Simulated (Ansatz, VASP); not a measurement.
## One calculation of SnGeO2, two programs

```
Sn Ge O
1.0
     3.74830    0.00000    0.00000
     0.00000    3.74830    0.00000
     0.00000    0.00000    4.80733
Sn Ge O
1 1 2
Direct
  0.50000 0.50000 0.24054
  0.00000 0.00000 0.78292
  0.00000 0.50000 0.98827
  0.50000 0.00000 0.98827
```

Alike in both runs: functional PBE; k mesh 8 × 8 × 6; occupations gaussian, width 0.02 eV; no spin polarisation.

Ansatz relaxed the structure, and its values are those at the end. VASP's run is a single point on that final structure, the one shown.

|  | VASP | Ansatz |
| --- | --- | --- |
| version | VASP 6.6.1 | Ansatz 0.2.0 |
| potentials or method | VASP PAW PBE potentials, release 64 (Sn_d, Ge_d, O_h), cutoff 1340 eV | scalar-relativistic, plane waves, PAW |
| valence electrons in the cell | 40 | 40 |

```tsv
	VASP	Ansatz	Ansatz less VASP
gap on the k mesh at the Fermi level (eV)	1.00	1.00	-0.005
least direct gap on the mesh (eV)	2.21	2.22	+0.013
pressure (GPa)	0.2	0.0	-0.18
rms of the force components (eV/Å)	0.027	0.002	-0.0243
```
